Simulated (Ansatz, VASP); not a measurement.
# LiF: VASP beside Ansatz

File INCAR:

```
  PREC = Accurate
  ENCUT = 520
  EDIFF = 1E-6
  ISMEAR = 0
  SIGMA = 0.05
  LREAL = False
  LASPH = True
  NELM = 60
  ALGO = Normal
  ISIF = 2
  LWAVE = False
  LCHARG = True
  GGA = PE
  LELF = True
  LVHAR = True
  NBANDS = 12
```

File KPOINTS:

```
regular mesh
0
Gamma
  14 14 14
```

File POSCAR:

```
LiF
1.0
    0.0000000000      2.0340222043      2.0340222043
    2.0340222043      0.0000000000      2.0340222043
    2.0340222043      2.0340222043      0.0000000000
Li F
1 1
Direct
    0.0000000000      0.0000000000      0.0000000000
    0.5000000000      0.5000000000      0.5000000000
```

Input for Ansatz:

```yaml
crystal:
  lattice:
    - [0.0, 2.0340222043, 2.0340222043]
    - [2.0340222043, 0.0, 2.0340222043]
    - [2.0340222043, 2.0340222043, 0.0]
  atoms:
    - { symbol: Li, position: [0.0, 0.0, 0.0] }
    - { symbol: F, position: [0.5, 0.5, 0.5] }
basis:
  ecutwfc: 420
  ecutrho_ratio: 4
kpoints:
  mp_grid: { grid: [14, 14, 14] }
hamiltonian:
  xc: pbe
scf:
  occupations: { method: gaussian, width: 0.05 }
output:
  forces: true
  stress: true
  eigenvalues: true
```

Alike in both runs: task single point; functional PBE; k mesh 14 × 14 × 14; occupations gaussian, width 0.05 eV; no spin polarisation.

```csv
,VASP,Ansatz
version,VASP 6.6.1,Ansatz 0.2.0
potentials or method,"VASP PAW PBE potentials, release 64 (Li_sv, F), cutoff 520 eV","scalar-relativistic, plane waves, PAW"
valence electrons in the cell,10,10
```

|  | VASP | Ansatz | Ansatz less VASP |
| --- | --- | --- | --- |
| gap on the k mesh at the Fermi level (eV) | 8.83 | 8.83 | +0.001 |
| least direct gap on the mesh (eV) | 8.83 | 8.83 | +0.002 |

Noted on VASP's run: the cutoff is short for stress, so the pressure is rough.
